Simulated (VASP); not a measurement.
# KI (Pm-3m) in VASP: a series of runs, part 2 of 2

VASP 6.6.1. Earlier steps stand in the parts before.

### Step 3. Single point, r2SCAN

POSCAR reads:

```
KI
1.0
    4.2910851346      0.0000000000      0.0000000000
    0.0000000000      4.2910851346      0.0000000000
    0.0000000000      0.0000000000      4.2910851346
K I
1 1
Direct
    0.0000000000      0.0000000000      0.0000000000
    0.5000000000      0.5000000000      0.5000000000
```

INCAR.step1 reads:

```
PREC = Accurate ; ENCUT = 520
ISMEAR = 0 ; SIGMA = 0.001
LREAL = F ; LASPH = T
NELM = 60 ; NBANDS = 15
GGA = PE ; ALGO = Normal
EDIFF = 1E-4 ; LWAVE = T
LCHARG = F
```

INCAR.step2 reads:

```
PREC = Accurate ; ENCUT = 520
EDIFF = 1E-6 ; ISMEAR = 0
SIGMA = 0.001 ; LREAL = F
LASPH = T ; NELM = 60
ALGO = Normal ; ISIF = 2
LWAVE = F ; LCHARG = F
METAGGA = R2SCAN ; LMIXTAU = T
NBANDS = 15 ; ISTART = 1
```

KPOINTS reads:

```
regular mesh
0
Gamma
  4 4 4
```

Potentials or basis: VASP PAW PBE potentials, release 64 (K_sv, I).

Started as:

```
$ cat potpaw_PBE.64/K_sv/POTCAR potpaw_PBE.64/I/POTCAR > POTCAR
$ cp INCAR.step1 INCAR
$ mpirun -np 1 vasp_std > vasp.out
$ cp INCAR.step2 INCAR
$ mpirun -np 1 vasp_std > vasp.out
```

OUTCAR:

```text
PREC = Accurate
   ENCUT = 520
   EDIFF = 1E-6
   ISMEAR = 0
   LREAL = F
   LASPH = T
   NELM = 60
   ISIF = 2
   METAGGA = R2SCAN
   ISTART = 1

 ion  position               nearest neighbor table
   1  0.000  0.000  0.000-
   2  0.500  0.500  0.500-

  LATTYP: Found a simple cubic cell.
 ALAT       =     4.2910851346

  Lattice vectors:

 A1 = (   4.2910851346,   0.0000000000,   0.0000000000)
 A2 = (   0.0000000000,   4.2910851346,   0.0000000000)
 A3 = (   0.0000000000,   0.0000000000,   4.2910851346)

Analysis of symmetry for initial positions (statically):
=====================================================================
 Subroutine PRICEL returns:
 Original cell was already a primitive cell.

 Routine SETGRP: Setting up the symmetry group for a
 simple cubic supercell.

 Subroutine GETGRP returns: Found 48 space group operations
 (whereof 48 operations were pure point group operations)
 out of a pool of 48 trial point group operations.

The static configuration has the point symmetry O_h .

Analysis of symmetry for dynamics (positions and initial velocities):
=====================================================================
 Subroutine PRICEL returns:
 Original cell was already a primitive cell.

 Routine SETGRP: Setting up the symmetry group for a
 simple cubic supercell.

 Subroutine GETGRP returns: Found 48 space group operations
 (whereof 48 operations were pure point group operations)
 out of a pool of 48 trial point group operations.

The dynamic configuration has the point symmetry O_h .

 Subroutine INISYM returns: Found 48 space group operations
 (whereof 48 operations are pure point group operations),
 and found     1 'primitive' translations

----------------------------------------------------------------------------------------

                                     Primitive cell

  volume of cell :      79.0135

  direct lattice vectors                    reciprocal lattice vectors
     4.291085135  0.000000000  0.000000000     0.233041286  0.000000000  0.000000000
     0.000000000  4.291085135  0.000000000     0.000000000  0.233041286  0.000000000
     0.000000000  0.000000000  4.291085135     0.000000000  0.000000000  0.233041286

  length of vectors
     4.291085135  4.291085135  4.291085135     0.233041286  0.233041286  0.233041286

  position of ions in fractional coordinates (direct lattice)
     0.000000000  0.000000000  0.000000000
     0.500000000  0.500000000  0.500000000

  ion indices of the primitive-cell ions
   primitive index   ion index
                 1           1
                 2           2

----------------------------------------------------------------------------------------

 KPOINTS: regular mesh

Automatic generation of k-mesh.
 Grid dimensions read from file:
 generate k-points for:    4    4    4

 Generating k-lattice:

[... 22 lines left out ...]
  0.500000  0.250000  0.000000     12.000000
  0.500000  0.500000  0.000000      3.000000
  0.250000  0.250000  0.250000      8.000000
  0.500000  0.250000  0.250000     12.000000
  0.500000  0.500000  0.250000      6.000000
  0.500000  0.500000  0.500000      1.000000
   k-points           NKPTS =     10   k-points in BZ     NKDIM =     10   number of bands    NBANDS=     15
   number of dos      NEDOS =    301   number of ions     NIONS =      2
   total plane-waves  NPLWV =  32768
   dimension x,y,z NGX =    32 NGY =   32 NGZ =   32
   dimension x,y,z NGXF=    64 NGYF=   64 NGZF=   64
   ions per type =               1   1
   NGX,Y,Z   is equivalent  to a cutoff of  12.40, 12.40, 12.40 a.u.
   NGXF,Y,Z  is equivalent  to a cutoff of  24.79, 24.79, 24.79 a.u.
 SYSTEM =  unknown system
   PREC   = accura    normal or accurate (medium, high low for compatibility)
   ISTART =      1    job   : 0-new  1-cont  2-samecut
   ICHARG =      0    charge: 1-file 2-atom 10-const
   ISPIN  =      1    spin polarized calculation?
   LNONCOLLINEAR =      F non collinear calculations
   LSORBIT =      F    spin-orbit coupling
   LASPH  =      T    aspherical Exc in radial PAW
   ENCUT  =  520.0 eV  38.22 Ry    6.18 a.u.   7.98  7.98  7.98*2*pi/ulx,y,z
   NELM   =     60;   NELMIN=  2; NELMDL=  0     # of ELM steps
   EDIFF  = 0.1E-05   stopping-criterion for ELM
   LREAL  =      F    real-space projection
   EDIFFG = 0.1E-04   stopping-criterion for IOM
   NSW    =      0    number of steps for IOM
   IBRION =     -1    ionic relax: 0-MD 1-quasi-New 2-CG
   NFREE  =      0    steps in history (QN), initial steepest desc. (CG)
   ISIF   =      2    stress and relaxation
   ISYM   =      2    0-nonsym 1-usesym 2-fastsym
   POTIM  = 0.5000    time-step for ionic-motion
   TEBEG  =    0.0;   TEEND  =   0.0 temperature during run
   PSTRESS=    0.0 pullay stress
   NELECT =      16.0000    total number of electrons
   NUPDOWN=      -1.0000    fix difference up-down
   EMIN   =  10.00;   EMAX   =-10.00  energy-range for DOS
   EFERMI =   0.00;   METHOD = LEGACY
   ISMEAR =     0;   SIGMA  =   0.00  broadening in eV -4-tet -1-fermi 0-gaus
   EFERMI_NEDOS =   21; number of points for ismear=-14 and -15
   IALGO  =     38    algorithm
   IMIX   =      4    mixing-type and parameters
     AMIX     =   0.40;   BMIX     =  1.00
     AMIX_MAG =   1.60;   BMIX_MAG =  1.00
  volume/ion in A,a.u.               =      39.51       266.60
  Fermi-wavevector in a.u.,A,eV,Ry     =   0.961349  1.816686 12.574391  0.924192
  Thomas-Fermi vector in A             =   2.090713
   LORBIT       =      0    0 simple, 1 ext, 2 COOP (PROOUT), +10 PAW based schemes
   METAGGA = R2SCAN    functional components
   LHFCALC =     F    Hartree Fock is set to
   AEXX    =    0.0000 exact exchange contribution
   IVDW    =     0    specifies the selected vdW correction
   LEPSILON=     F    determine dielectric tensor
   LRPA    =     F    only Hartree local field effects (RPA)
 non-spin polarized calculation
 Gauss-broadening in eV      SIGMA  =   0.00
  energy-cutoff  :      520.00
  volume of cell :       79.01
 maximum number of plane-waves:      2176
 NGX is ok and might be reduce to    32
   NGX = 15   NGY = 15   NGZ = 15

 number of electron      16.0000003 magnetization

 Free energy of the ion-electron system (eV)
  ---------------------------------------------------
  ext. energy  EPLUGINS =         0.00000000
  ---------------------------------------------------
  free energy    TOTEN  =       -33.85719170 eV

  energy without entropy =      -33.85719170  energy(sigma->0) =      -33.85719170

 E-fermi :   0.6318     XC(G=0):  -8.0457

 val. band max:        0.5831521356   @ k =   0.5000   0.5000   0.0000
 cond. band min:       4.6198576662   @ k =   0.0000   0.0000   0.0000
 fundamental gap:      4.0367055306
 Fermi energy:         0.6318367337

 k-point     1 :       0.0000    0.0000    0.0000
  band No.  band energies     occupation
      1     -30.0095      2.00000
      2     -12.6916      2.00000
      3     -12.6916      2.00000
      4     -12.6916      2.00000
      5     -10.9062      2.00000
      6       0.2139      2.00000
      7       0.2139      2.00000
      8       0.2139      2.00000
      9       4.6199      0.00000
     10       5.8348      0.00000
     11       5.8348      0.00000
     12       9.6771      0.00000
     13       9.6771      0.00000
     14       9.6771      0.00000
[... 149 lines left out ...]
      2     -12.7534      2.00000
      3     -12.7534      2.00000
      4     -12.7534      2.00000
      5     -10.3447      2.00000
      6      -1.1033      2.00000
      7      -1.1033      2.00000
      8      -1.1033      2.00000
      9       6.7151      0.00000
     10       6.7151      0.00000
     11       6.7151      0.00000
     12      10.2069      0.00000
     13      10.2069      0.00000
     14      10.2069      0.00000
     15      10.7829      0.00000

------------------------ aborting loop because EDIFF is reached ----------------------------------------

  FORCE on cell =-STRESS in cart. coord.  units (eV):
  Direction    XX          YY          ZZ          XY          YZ          ZX
  --------------------------------------------------------------------------------------
  -------------------------------------------------------------------------------------
  Total        0.0315396      0.0315396      0.0315396      0.0000000     -0.0000000      0.0000000
  in kB        0.6395366      0.6395366      0.6395366      0.0000000     -0.0000000      0.0000000
  external PRESSURE =       0.6395366 kB  Pullay stress =       0.0000000 kB

 VOLUME and BASIS-vectors are now :
 -----------------------------------------------------------------------------
  energy-cutoff  :      520.00
  volume of cell :       79.01
      direct lattice vectors                 reciprocal lattice vectors
     4.291085135  0.000000000  0.000000000     0.233041286  0.000000000  0.000000000
     0.000000000  4.291085135  0.000000000     0.000000000  0.233041286  0.000000000
     0.000000000  0.000000000  4.291085135     0.000000000  0.000000000  0.233041286

 POSITION                                       TOTAL-FORCE (eV/Angst)
 -----------------------------------------------------------------------------------
      0.00000      0.00000      0.00000         0.000000      0.000000      0.000000
      2.14554      2.14554      2.14554         0.000000      0.000000      0.000000
 -----------------------------------------------------------------------------------
    total drift:                                0.000000      0.000000     -0.000000

  FREE ENERGIE OF THE ION-ELECTRON SYSTEM (eV)
  ---------------------------------------------------
  free  energy   TOTEN  =       -33.8571917037 eV

  energy  without entropy=      -33.8571917037  energy(sigma->0) =      -33.85719170
```

Wall time 39 s (1 thread of Oxide Virtual Turin-like, shared host); peak memory 0.16 GiB.

Results:

* Free energy: -33.8572 eV
* Pressure: 0.1 GPa
* Band gap on the k mesh: 4.04 eV (least direct gap 4.41 eV)

Caveat: the PAW data sets were made with another functional, which shifts forces and pressure a little; spin-orbit coupling is left out, which moves the levels of the heavy elements. A k mesh can miss the band edges.

### Step 4. Single point, r2SCAN

POSCAR is that of step 3.

INCAR.step1 reads:

```
SYSTEM = KI
ALGO = Normal
EDIFF = 1E-4
ENCUT = 520
GGA = PE
ISMEAR = 0
LASPH = .True.
LCHARG = .False.
LREAL = .False.
LWAVE = .True.
NBANDS = 15
NELM = 60
PREC = Accurate
SIGMA = 0.01
```

INCAR.step2 reads:

```
SYSTEM = KI
ALGO = Normal
EDIFF = 1E-6
ENCUT = 520
ISIF = 2
ISMEAR = 0
ISTART = 1
LASPH = .True.
LCHARG = .False.
LMIXTAU = .True.
LREAL = .False.
LWAVE = .False.
METAGGA = R2SCAN
NBANDS = 15
NELM = 60
PREC = Accurate
SIGMA = 0.01
```

KPOINTS reads:

```
k-points
0
Gamma
  4 4 4
  0 0 0
```

Started as:

```
$ cat potpaw_PBE.64/K_sv/POTCAR potpaw_PBE.64/I/POTCAR > POTCAR
$ cp INCAR.step1 INCAR
$ mpirun -np 1 vasp_std > vasp.out
$ cp INCAR.step2 INCAR
$ mpirun -np 1 vasp_std > vasp.out
```

Run time: 36 s. Hardware: 1 thread of Oxide Virtual Turin-like, shared host; peak memory 0.16 GiB.

The run converged. Its results:

```
Free energy            : -33.8572 eV
Pressure               : 0.1 GPa
Band gap on the k mesh : 4.04 eV (least direct gap 4.41 eV)
```

Levels at points of the mesh, in eV from the valence-band top:
```csv
k point,band 4,band 5,band 6,band 7,band 8,band 9,band 10,band 11,band 12,band 13
"(0.00, 0.00, 0.00)",-13.27,-11.49,-0.37,-0.37,-0.37,4.04,5.25,5.25,9.09,9.09
"(0.50, 0.00, 0.00)",-13.26,-11.17,-2.31,-0.29,-0.29,6.14,6.71,7.63,7.76,9.34
"(0.50, 0.50, 0.00)",-13.26,-11.12,-1.75,-1.75,0.00,4.44,6.36,7.41,7.41,9.77
"(0.50, 0.50, 0.50)",-13.34,-10.93,-1.69,-1.69,-1.69,6.13,6.13,6.13,9.62,9.62
```

Caveat: the PAW data sets were made with another functional, which shifts forces and pressure a little; spin-orbit coupling is left out, which moves the levels of the heavy elements.
